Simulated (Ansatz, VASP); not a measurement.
# SiO2 in VASP and in Ansatz

File INCAR:

```
SYSTEM = SiO2
  PREC = Accurate
  ENCUT = 910
  EDIFF = 1E-6
  ISMEAR = 0
  SIGMA = 0.05
  LREAL = .FALSE.
  LASPH = .TRUE.
  NELM = 120
  ALGO = Normal
  ISIF = 2
  LWAVE = .FALSE.
  LCHARG = .FALSE.
  GGA = CA
  NBANDS = 25
  GGA_COMPAT = .FALSE.
```

File KPOINTS:

```
Automatic mesh
0
G
  6 6 10
  0 0 0
```

POSCAR

```
SiO2
1.0
    4.5520062625      0.0000000000      0.0000000000
    0.0000000000      4.5520062625      0.0000000000
    0.0000000000      0.0000000000      2.4303161436
Si O
2 4
Direct
    0.5000000000      0.5000000000      0.5000000000
    0.0000000000      0.0000000000      0.0000000000
    0.6944252994      0.6944252994      0.0000000000
    0.1944252994      0.8055747006      0.5000000000
    0.3055747006      0.3055747006      0.0000000000
    0.8055747006      0.1944252994      0.5000000000
```

Input for Ansatz:

```yaml
crystal:
  lattice:
    - [4.5520062625, 0.0, 0.0]
    - [0.0, 4.5520062625, 0.0]
    - [0.0, 0.0, 2.4303161436]
  atoms:
    - { symbol: Si, position: [0.5, 0.5, 0.5] }
    - { symbol: Si, position: [0.0, 0.0, 0.0] }
    - { symbol: O, position: [0.6944252994, 0.6944252994, 0.0] }
    - { symbol: O, position: [0.1944252994, 0.8055747006, 0.5] }
    - { symbol: O, position: [0.3055747006, 0.3055747006, 0.0] }
    - { symbol: O, position: [0.8055747006, 0.1944252994, 0.5] }
basis:
  ecutwfc: 520.0
kpoints:
  mp_grid: { grid: [6, 6, 10] }
hamiltonian:
  xc: lda
  pseudopotentials: { kind: paw, azcp: { folder: soft_1 } }
scf:
  occupations: { method: gaussian, width: 0.05 }
output:
  forces: true
  stress: true
  eigenvalues: true
```

Alike in both runs: task single point; functional LDA; k mesh 6 × 6 × 10; occupations gaussian, width 0.05 eV; no spin polarisation.

|  | VASP | Ansatz |
| --- | --- | --- |
| version | VASP 6.6.1 | Ansatz 0.2.0 |
| potentials or method | VASP PAW LDA potentials, release 64 (Si, O_h), cutoff 910 eV | scalar-relativistic, plane waves, PAW |
| valence electrons in the cell | 32 | 32 |

```csv
,VASP,Ansatz,Ansatz less VASP
gap on the k mesh at the Fermi level (eV),4.34,4.34,+0.001
least direct gap on the mesh (eV),4.34,4.34,+0.001
rms of the force components (eV/Å),1.035,1.061,+0.0259
```

Ansatz warns that its potentials were made for another functional, while VASP's fit it. LDA's correlation is that of Perdew and Zunger in VASP and of Perdew and Wang (1992) in Ansatz. Atom by atom the forces differ by 0.026 eV/Å (rms over components).

Noted on VASP's run: the cutoff is short for stress, so the pressure is rough.
